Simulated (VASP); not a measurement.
A run of VASP 6.6.1 is set up as follows.

INCAR

```
ALGO = Normal
EDIFF = 1E-6
ENCUT = 520
GGA = PE
ISIF = 2
ISMEAR = 1
LASPH = T
LCHARG = F
LREAL = F
LWAVE = F
NBANDS = 10
NELM = 100
PREC = Accurate
SIGMA = 0.1
```

Contents of KPOINTS:

```
k-points
0
Gamma
  7 7 7
```

POSCAR

```
Li
1.0
   -1.7546500000      1.7546500000      1.7546500000
    1.7546500000     -1.7546500000      1.7546500000
    3.8628533906      3.8628533906     -3.5093000000
Li
2
Direct
    0.0000000000      0.0000000000      0.0000000000
   -0.0457632422     -0.0457632422      0.4542367578
```

Potentials or basis: VASP PAW PBE potentials, release 64 (Li_sv).

The run is started by

```bash
$ cat potpaw_PBE.64/Li_sv/POTCAR > POTCAR
$ mpirun -np 1 vasp_std > vasp.out
```

Task: Predict the band gap on the k mesh.

Result: Zero (bands 3 and 4 overlap by 3.56 eV).

Task: Estimate the largest force.

Result: 0.165 eV/Å.

Forces on the atoms (eV/Å):
```
Li  -0.117 -0.117  0.000
Li   0.117  0.117  0.000
```
